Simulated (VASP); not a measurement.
# KF (Fm-3m) in VASP: further runs

The runs below take KF through electric field gradients, with r2SCAN.

All numbers are computed with VASP 6.6.1; they aren't measurements. Logs are shortened: lines on timing, memory, paths and dates and some standing lists are left out, and cuts for length are marked.

### 1 The cell of the first run

Symmetry: Fm-3m, No. 225, cubic system. The conventional cell has a = 5.237 Å, b = 5.237 Å, c = 5.237 Å, α = 90.00°, β = 90.00°, γ = 90.00°. K (site symmetry m-3m) has 6 F at 2.62 Å within 3.5 Å. Within 3.5 Å of F (site symmetry m-3m) lie 6 K at 2.62 Å.

### 2 Electric field gradients, r2SCAN (volume scaled by 0.96)

File POSCAR:

```
KF
1.0
    0.0000000000      2.6185385559      2.6185385559
    2.6185385559      0.0000000000      2.6185385559
    2.6185385559      2.6185385559      0.0000000000
K F
1 1
Direct
    0.0000000000      0.0000000000      0.0000000000
    0.5000000000      0.5000000000      0.5000000000
```

File INCAR.step1:

```
PREC = Accurate
ENCUT = 520
ISMEAR = -1
SIGMA = 0.02
LREAL = False
LASPH = True
NELM = 80
NBANDS = 15
GGA = PE
ALGO = Normal
EDIFF = 1E-4
LWAVE = True
LCHARG = False
```

File INCAR.step2:

```
PREC = Accurate
ENCUT = 520
EDIFF = 1E-8
ISMEAR = -1
SIGMA = 0.02
LREAL = False
LASPH = True
NELM = 80
ALGO = Normal
ISIF = 2
LWAVE = False
LCHARG = False
METAGGA = R2SCAN
LMIXTAU = True
LEFG = True
NBANDS = 15
ISTART = 1
```

File KPOINTS:

```
regular mesh
0
Gamma
  9 9 9
```

Potentials or basis: VASP PAW PBE potentials, release 64 (K_sv, F).

The run is started by

```console
cat potpaw_PBE.64/K_sv/POTCAR potpaw_PBE.64/F/POTCAR > POTCAR
cp INCAR.step1 INCAR
mpirun -np 1 vasp_std > vasp.out
cp INCAR.step2 INCAR
mpirun -np 1 vasp_std > vasp.out
```

OUTCAR:

```text
PREC = Accurate
   ENCUT = 520
   EDIFF = 1E-8
   ISMEAR = -1
   LREAL = False
   LASPH = True
   NELM = 80
   ISIF = 2
   METAGGA = R2SCAN
   ISTART = 1

 ion  position               nearest neighbor table
   1  0.000  0.000  0.000-   2 2.62   2 2.62   2 2.62   2 2.62   2 2.62   2 2.62
   2  0.500  0.500  0.500-   1 2.62   1 2.62   1 2.62   1 2.62   1 2.62   1 2.62

  LATTYP: Found a face centered cubic cell.
 ALAT       =     5.2370771118

  Lattice vectors:

 A1 = (   0.0000000000,   2.6185385559,   2.6185385559)
 A2 = (   2.6185385559,   0.0000000000,   2.6185385559)
 A3 = (   2.6185385559,   2.6185385559,   0.0000000000)

Analysis of symmetry for initial positions (statically):
=====================================================================
 Subroutine PRICEL returns:
 Original cell was already a primitive cell.

 Routine SETGRP: Setting up the symmetry group for a
 face centered cubic supercell.

 Subroutine GETGRP returns: Found 48 space group operations
 (whereof 48 operations were pure point group operations)
 out of a pool of 48 trial point group operations.

The static configuration has the point symmetry O_h .

Analysis of symmetry for dynamics (positions and initial velocities):
=====================================================================
 Subroutine PRICEL returns:
 Original cell was already a primitive cell.

 Routine SETGRP: Setting up the symmetry group for a
 face centered cubic supercell.

 Subroutine GETGRP returns: Found 48 space group operations
 (whereof 48 operations were pure point group operations)
 out of a pool of 48 trial point group operations.

The dynamic configuration has the point symmetry O_h .

 Subroutine INISYM returns: Found 48 space group operations
 (whereof 48 operations are pure point group operations),
 and found     1 'primitive' translations

----------------------------------------------------------------------------------------

                                     Primitive cell

  volume of cell :      35.9093

  direct lattice vectors                    reciprocal lattice vectors
     0.000000000  2.618538556  2.618538556    -0.190946205  0.190946205  0.190946205
     2.618538556  0.000000000  2.618538556     0.190946205 -0.190946205  0.190946205
     2.618538556  2.618538556  0.000000000     0.190946205  0.190946205 -0.190946205

  length of vectors
     3.703172739  3.703172739  3.703172739     0.330728529  0.330728529  0.330728529

  position of ions in fractional coordinates (direct lattice)
     0.000000000  0.000000000  0.000000000
     0.500000000  0.500000000  0.500000000

  ion indices of the primitive-cell ions
   primitive index   ion index
                 1           1
                 2           2

----------------------------------------------------------------------------------------

 KPOINTS: regular mesh

Automatic generation of k-mesh.
 Grid dimensions read from file:
 generate k-points for:    9    9    9

 Generating k-lattice:

  Cartesian coordinates                     Fractional coordinates (reciprocal lattice)
    -0.021216245  0.021216245  0.021216245     0.111111111  0.000000000  0.000000000
     0.021216245 -0.021216245  0.021216245     0.000000000  0.111111111  0.000000000
     0.021216245  0.021216245 -0.021216245     0.000000000  0.000000000  0.111111111

  Length of vectors
     0.036747614  0.036747614  0.036747614

  Shift w.r.t. Gamma in fractional coordinates (k-lattice)
     0.000000000  0.000000000  0.000000000

 Subroutine IBZKPT returns following result:
 ===========================================

 Found     35 irreducible k-points:

 Following reciprocal coordinates:
            Coordinates               Weight
  0.000000  0.000000  0.000000      1.000000
  0.111111  0.000000  0.000000      8.000000
  0.222222  0.000000  0.000000      8.000000
  0.333333  0.000000  0.000000      8.000000
  0.444444  0.000000  0.000000      8.000000
  0.111111  0.111111  0.000000      6.000000
[... 16 lines left out ...]
 -0.333333  0.333333  0.000000     12.000000
  0.444444  0.444444  0.000000      6.000000
 [... further k-points ...]
   k-points           NKPTS =     35   k-points in BZ     NKDIM =     35   number of bands    NBANDS=     15
   number of dos      NEDOS =    301   number of ions     NIONS =      2
   total plane-waves  NPLWV =  21952
   dimension x,y,z NGX =    28 NGY =   28 NGZ =   28
   dimension x,y,z NGXF=    56 NGYF=   56 NGZF=   56
   ions per type =               1   1
   NGX,Y,Z   is equivalent  to a cutoff of  12.57, 12.57, 12.57 a.u.
   NGXF,Y,Z  is equivalent  to a cutoff of  25.14, 25.14, 25.14 a.u.
 SYSTEM =  unknown system
   PREC   = accura    normal or accurate (medium, high low for compatibility)
   ISTART =      1    job   : 0-new  1-cont  2-samecut
   ICHARG =      0    charge: 1-file 2-atom 10-const
   ISPIN  =      1    spin polarized calculation?
   LNONCOLLINEAR =      F non collinear calculations
   LSORBIT =      F    spin-orbit coupling
   LASPH  =      T    aspherical Exc in radial PAW
   ENCUT  =  520.0 eV  38.22 Ry    6.18 a.u.   6.89  6.89  6.89*2*pi/ulx,y,z
   NELM   =     80;   NELMIN=  2; NELMDL=  0     # of ELM steps
   EDIFF  = 0.1E-07   stopping-criterion for ELM
   LREAL  =      F    real-space projection
   EDIFFG = 0.1E-06   stopping-criterion for IOM
   NSW    =      0    number of steps for IOM
   IBRION =     -1    ionic relax: 0-MD 1-quasi-New 2-CG
   NFREE  =      0    steps in history (QN), initial steepest desc. (CG)
   ISIF   =      2    stress and relaxation
   ISYM   =      2    0-nonsym 1-usesym 2-fastsym
   POTIM  = 0.5000    time-step for ionic-motion
   TEBEG  =    0.0;   TEEND  =   0.0 temperature during run
   PSTRESS=    0.0 pullay stress
   NELECT =      16.0000    total number of electrons
   NUPDOWN=      -1.0000    fix difference up-down
   EMIN   =  10.00;   EMAX   =-10.00  energy-range for DOS
   EFERMI =   0.00;   METHOD = LEGACY
   ISMEAR =    -1;   SIGMA  =   0.02  broadening in eV -4-tet -1-fermi 0-gaus
   EFERMI_NEDOS =   21; number of points for ismear=-14 and -15
   IALGO  =     38    algorithm
   IMIX   =      4    mixing-type and parameters
     AMIX     =   0.40;   BMIX     =  1.00
     AMIX_MAG =   1.60;   BMIX_MAG =  1.00
  volume/ion in A,a.u.               =      17.95       121.16
  Fermi-wavevector in a.u.,A,eV,Ry     =   1.250391  2.362896 21.272406  1.563478
  Thomas-Fermi vector in A             =   2.384387
   LORBIT       =      0    0 simple, 1 ext, 2 COOP (PROOUT), +10 PAW based schemes
   METAGGA = R2SCAN    functional components
   LHFCALC =     F    Hartree Fock is set to
   AEXX    =    0.0000 exact exchange contribution
   IVDW    =     0    specifies the selected vdW correction
   LEPSILON=     F    determine dielectric tensor
   LRPA    =     F    only Hartree local field effects (RPA)
 non-spin polarized calculation
  energy-cutoff  :      520.00
  volume of cell :       35.91
 maximum number of plane-waves:       981
   NGX = 13   NGY = 13   NGZ = 13

 number of electron      16.0000013 magnetization

 Free energy of the ion-electron system (eV)
  ---------------------------------------------------
  ext. energy  EPLUGINS =         0.00000000
  ---------------------------------------------------
  free energy    TOTEN  =       -14.96144114 eV

  energy without entropy =      -14.96144114  energy(sigma->0) =      -14.96144114

 E-fermi :  -2.7015     XC(G=0):  -9.2063

 val. band max:       -3.1850425245   @ k =   0.0000   0.0000   0.0000
 cond. band min:       3.9799980762   @ k =   0.0000   0.0000   0.0000
 fundamental gap:      7.1650406007
 Fermi energy:        -2.7015142213

 k-point     1 :       0.0000    0.0000    0.0000
  band No.  band energies     occupation
      1     -30.1449      2.00000
      2     -23.0051      2.00000
      3     -12.5810      2.00000
      4     -12.5810      2.00000
      5     -12.5810      2.00000
      6      -3.1851      2.00000
      7      -3.1850      2.00000
      8      -3.1850      2.00000
      9       3.9800      0.00000
     10       8.4298      0.00000
     11       8.4298      0.00000
     12       8.4298      0.00000
     13      10.3778      0.00000
     14      10.3778      0.00000
     15      14.4202      0.00000

 k-point     2 :       0.1111    0.0000    0.0000
  band No.  band energies     occupation
      1     -30.1304      2.00000
      2     -23.0192      2.00000
      3     -12.6178      2.00000
      4     -12.5856      2.00000
      5     -12.5856      2.00000
      6      -3.3017      2.00000
      7      -3.2323      2.00000
      8      -3.2323      2.00000
      9       4.3434      0.00000
     10       8.1807      0.00000
     11       8.6134      0.00000
     12       8.6134      0.00000
     13      10.5085      0.00000
     14      10.5085      0.00000
     15      15.1215      0.00000

 k-point     3 :       0.2222    0.0000    0.0000
  band No.  band energies     occupation
      1     -30.0931      2.00000
      2     -23.0551      2.00000
      3     -12.7104      2.00000
      4     -12.5970      2.00000
      5     -12.5970      2.00000
      6      -3.5687      2.00000
      7      -3.3498      2.00000
      8      -3.3497      2.00000
      9       5.2777      0.00000
     10       7.8025      0.00000
     11       9.0962      0.00000
     12       9.0963      0.00000
     13      10.9006      0.00000
     14      10.9006      0.00000
     15      16.4918      0.00000
[... 343 lines left out ...]
 k-point    23 :      -0.3333    0.3333    0.0000
  band No.  band energies     occupation
      1     -29.9959      2.00000
      2     -23.0890      2.00000
      3     -13.0533      2.00000
      4     -12.8480      2.00000
      5     -12.7076      2.00000
      6      -3.6772      2.00000
      7      -3.4687      2.00000
      8      -3.3366      2.00000
      9       6.9140      0.00000
     10       8.0312      0.00000
     11       9.5019      0.00000
     12      11.2123      0.00000
     13      11.7516      0.00000
     14      13.1172      0.00000
     15      15.0127      0.00000

 k-point    24 :       0.4444    0.4444    0.0000
  band No.  band energies     occupation
      1     -29.9972      2.00000
      2     -23.0477      2.00000
      3     -13.2105      2.00000
      4     -12.8250      2.00000
      5     -12.8250      2.00000
      6      -3.3943      2.00000
      7      -3.2241      2.00000
      8      -3.2241      2.00000
      9       5.6774      0.00000
     10       8.1473      0.00000
     11       9.8750      0.00000
     12      11.7173      0.00000
     13      12.1302      0.00000
     14      12.1302      0.00000
     15      14.9018      0.00000

 [... further k-points ...]
[... 5 lines left out ...]
  --------------------------------------------------------------------------------------
  -------------------------------------------------------------------------------------
  Total        0.4082512      0.4082512      0.4082512     -0.0000000      0.0000000      0.0000000
  in kB       18.2150838     18.2150838     18.2150838     -0.0000000      0.0000000      0.0000000
  external PRESSURE =      18.2150838 kB  Pullay stress =       0.0000000 kB

 VOLUME and BASIS-vectors are now :
 -----------------------------------------------------------------------------
  energy-cutoff  :      520.00
  volume of cell :       35.91
      direct lattice vectors                 reciprocal lattice vectors
     0.000000000  2.618538556  2.618538556    -0.190946205  0.190946205  0.190946205
     2.618538556  0.000000000  2.618538556     0.190946205 -0.190946205  0.190946205
     2.618538556  2.618538556  0.000000000     0.190946205  0.190946205 -0.190946205

 POSITION                                       TOTAL-FORCE (eV/Angst)
 -----------------------------------------------------------------------------------
      0.00000      0.00000      0.00000        -0.000000      0.000000     -0.000000
      2.61854      2.61854      2.61854         0.000000     -0.000000      0.000000
 -----------------------------------------------------------------------------------
    total drift:                                0.000000      0.000000      0.000000

  FREE ENERGIE OF THE ION-ELECTRON SYSTEM (eV)
  ---------------------------------------------------
  free  energy   TOTEN  =       -14.9614411413 eV

  energy  without entropy=      -14.9614411413  energy(sigma->0) =      -14.96144114

 Electric field gradients (V/A^2)
---------------------------------------------------------------------
 ion       V_xx      V_yy      V_zz      V_xy      V_xz      V_yz
---------------------------------------------------------------------
   1      -0.000    -0.000    -0.000     0.000     0.000     0.000
   2      -0.000    -0.000    -0.000     0.004     0.004     0.004
---------------------------------------------------------------------

 Electric field gradients after diagonalization (V/A^2)
 (convention: |V_zz| > |V_xx| > |V_yy|)
----------------------------------------------------------------------
 ion       V_xx      V_yy      V_zz     asymmetry (V_yy - V_xx)/ V_zz
----------------------------------------------------------------------
   1      -0.000    -0.000     0.001       0.000
   2      -0.004    -0.004     0.008       0.000
----------------------------------------------------------------------

           NMR quadrupolar parameters

 Cq : quadrupolar parameter    Cq=e*Q*V_zz/h
 eta: asymmetry parameters     (V_yy - V_xx)/ V_zz
 Q  : nuclear electric quadrupole moment in mb (millibarn)
----------------------------------------------------------------------
 ion       Cq(MHz)       eta       Q (mb)
----------------------------------------------------------------------
   1       0.000       0.000       1.000
   2       0.000       0.000       1.000
----------------------------------------------------------------------
```

Run time: 76 s. Hardware: 1 thread of Intel Xeon Platinum 8375C at 2.90GHz (Ice Lake), shared host; peak memory 0.17 GiB.

What came out:

| Item | Value |
| --- | --- |
| Free energy | -14.9614 eV |
| Pressure | 1.8 GPa |
| Band gap on the k mesh | 7.17 eV, direct |

Caveat: without QUAD_EFG the Cq values of the log hold for a quadrupole moment of 1 mb, not for the nuclei; the PAW data sets were made with another functional, which shifts forces and pressure a little. A k mesh can miss the band edges.

[end of part 1 of 3]
